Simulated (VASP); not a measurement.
Set up this calculation in VASP 6.6.1, as the native input.

```
Task                   : single point
Functional             : LDA
Potentials or basis    : VASP PAW LDA potentials, release 64 (Mn_pv, O)
Cutoff                 : 520 eV
k mesh                 : 11 × 11 × 6
Occupations            : fermi-dirac, width 0.03 eV
Spin                   : no spin polarisation
Dipole correction      : no
Further INCAR settings : ALGO = Normal; EDIFF = 1e-06; NBANDS = 20
```

The structure of MnO2 lies in POSCAR:

```
MnO2
1.0
    2.6737290748      0.0000000000      0.0000000000
   -1.3368645374      2.3155173016      0.0000000000
    0.0000000000      0.0000000000      4.3068408523
Mn O
1 2
Direct
    0.0000000000      0.0000000000      0.5000000000
    0.6666666667      0.3333333333      0.2937074300
    0.3333333333      0.6666666667      0.7062925700
```

The input as run:

INCAR

```
PREC = Accurate ; ENCUT = 520
EDIFF = 1E-6 ; ISMEAR = -1
SIGMA = 0.03 ; LREAL = False
LASPH = True ; NELM = 80
ALGO = Normal ; ISIF = 2
LWAVE = False ; LCHARG = False
NBANDS = 20
```

KPOINTS

```
Automatic mesh
0
Gamma
  11 11 6
```

Potentials or basis: VASP PAW LDA potentials, release 64 (Mn_pv, O).

Command:

```bash
$ cat potpaw_LDA.64/Mn_pv/POTCAR potpaw_LDA.64/O/POTCAR > POTCAR
$ mpirun -np 1 vasp_std > vasp.out
```

It gave:

```yaml
Pressure: 37.8 GPa
Largest_force: 2.908 eV/Å
Band_gap_on_the_k_mesh: zero (an odd number of electrons rules out a gap without spin polarisation)
```

Caveat: the cell stands under pressure; an odd number of electrons without spin polarisation forces a metal; a magnetic or distorted state may lie lower; the run has no spin polarisation, though such a crystal can be magnetic; semilocal functionals often make such compounds metallic where correlation or magnetic order opens a gap, which also shifts bond lengths.

Run time: 26 s on 1 thread of AMD EPYC 7R13 Processor (Zen 3) (shared host), peak memory 0.12 GiB.
